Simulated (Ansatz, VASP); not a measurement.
# AgI: VASP beside Ansatz

Contents of INCAR:

```
SYSTEM = AgI
  PREC = Accurate
  ENCUT = 500
  EDIFF = 1E-6
  ISMEAR = -1
  SIGMA = 0.1
  LREAL = .FALSE.
  LASPH = .TRUE.
  NELM = 120
  ALGO = Normal
  ISIF = 2
  LWAVE = .FALSE.
  LCHARG = .TRUE.
  GGA = PE
  LELF = .TRUE.
  LVHAR = .TRUE.
  NBANDS = 26
  GGA_COMPAT = .FALSE.
```

Contents of KPOINTS:

```
regular mesh
0
G
  7 7 4
  0 0 0
```

Contents of POSCAR:

```
AgI
1.0
    4.5582000000      0.0000000000      0.0000000000
   -2.2791000000      3.9475210000      0.0000000000
    0.0000000000      0.0000000000      7.4742540000
Ag I
2 2
Direct
    0.3333000000      0.6667000000      0.0000000000
    0.6666000000      0.3333000000      0.5000000000
    0.3333000000      0.6667000000      0.3750000000
    0.6666000000      0.3333000000      0.8750000000
```

Input for Ansatz:

```yaml
crystal:
  lattice:
    - [4.5582, 0.0, 0.0]
    - [-2.2791, 3.947521, 0.0]
    - [0.0, 0.0, 7.474254]
  atoms:
    - { symbol: Ag, position: [0.3333, 0.6667, 0.0] }
    - { symbol: Ag, position: [0.6666, 0.3333, 0.5] }
    - { symbol: I, position: [0.3333, 0.6667, 0.375] }
    - { symbol: I, position: [0.6666, 0.3333, 0.875] }
  symmetry: { tolerance: 0.0003 }
kpoints:
  mp_grid: { grid: [7, 7, 4], shift: [0, 0, 0] }
  band_path:
    path:
      - [0.0, 0.0, 0.0]
      - [0.49999981, 2.5e-07, 0.0]
      - [0.33333321, 0.33333371, 0.0]
      - [0.0, 0.0, 0.0]
      - [0.0, 0.0, 0.5]
      - [0.49999981, 2.5e-07, 0.5]
      - [0.33333321, 0.33333371, 0.5]
      - [0.0, 0.0, 0.5]
    npoints: 7
magnetization:
  spin_polarized: false
scf:
  occupations: { method: fermi_dirac }
  lower_state_search: "off"
  max_iter: 200
hamiltonian:
  pseudopotentials: { kind: paw }
  xc: pbe
basis:
  ecutwfc: 420
  fft_grid_basis: typed
output:
  forces: true
  stress: true
  eigenvalues: true
  bader: true
  populations: true
  elf: true
  write_potential: true
  volumetric_format: npy
  dos:
    e_range: [-12, 8]
    de: 0.05
    projected: { site_lists: { Ag: [Ag], I: [I] } }
checkpoint:
  read: saved_state
```

Alike in both runs: task single point; functional PBE; k mesh 7 × 7 × 4; no spin polarisation.

|  | VASP | Ansatz |
| --- | --- | --- |
| version | VASP 6.6.1 | Ansatz 0.2.0 |
| potentials or method | VASP PAW PBE potentials, release 64 (Ag, I), cutoff 500 eV | PAW plane waves |
| occupations | fermi-dirac, width 0.1 eV | fermi-dirac |
| valence electrons in the cell | 36 | 72 |

VASP gave:

| Item | Value |
| --- | --- |
| pressure (GPa) | 2.5 |
| traceless stress, the component that is largest in VASP (GPa) | -0.10 |
| rms of the force components (eV/Å) | 0.013 |

Q: Estimate Ansatz's values.

A: Pressure (GPa): 2.6; traceless stress, the component that is largest in VASP (GPa): -0.10; rms of the force components (eV/Å): 0.013.

Atom by atom the forces differ by 0.000 eV/Å (rms over components). VASP's potentials hold 36 valence electrons a cell and Ansatz's 72, so a difference there can come from the potentials and not from the codes. Ansatz's warnings: structure snapped to symmetry.

Neither program's run includes spin-orbit coupling.
